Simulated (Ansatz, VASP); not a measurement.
## Ba: VASP beside Ansatz

```
CELL_PARAMETERS angstrom
7.10642 0.00000 0.00000
-3.55321 6.15434 0.00000
0.00000 0.00000 24.35180
ATOMIC_POSITIONS crystal
Ba 0.00000 0.00000 0.41361
Ba 0.33333 0.66667 0.49970
Ba 0.66667 0.33333 0.50030
Ba 0.00000 0.00000 0.58639
```

Alike in both runs: task single point; functional PBE; k mesh 6 × 6 × 1; occupations fermi-dirac, width 0.1 eV; no spin polarisation.

```csv
,VASP,Ansatz
version,VASP 6.6.1,Ansatz 0.2.0
potentials or method,"VASP PAW PBE potentials, release 64 (Ba_sv)","PAW with Ansatz's default frozen-core files, scalar-relativistic"
plane-wave cutoff (eV),400,420
valence electrons in the cell,40,40
```

VASP gave:

```
rms of the force components (eV/Å) : 0.005
```

Q: Which values does Ansatz return?

A: rms of the force components (eV/Å): 0.001.

Atom by atom the forces differ by 0.005 eV/Å (rms over components). With one functional, cell and mesh, what is left measures potentials, basis and numerics. Ansatz's warnings: structure snapped to symmetry.

Neither program's run includes spin-orbit coupling.
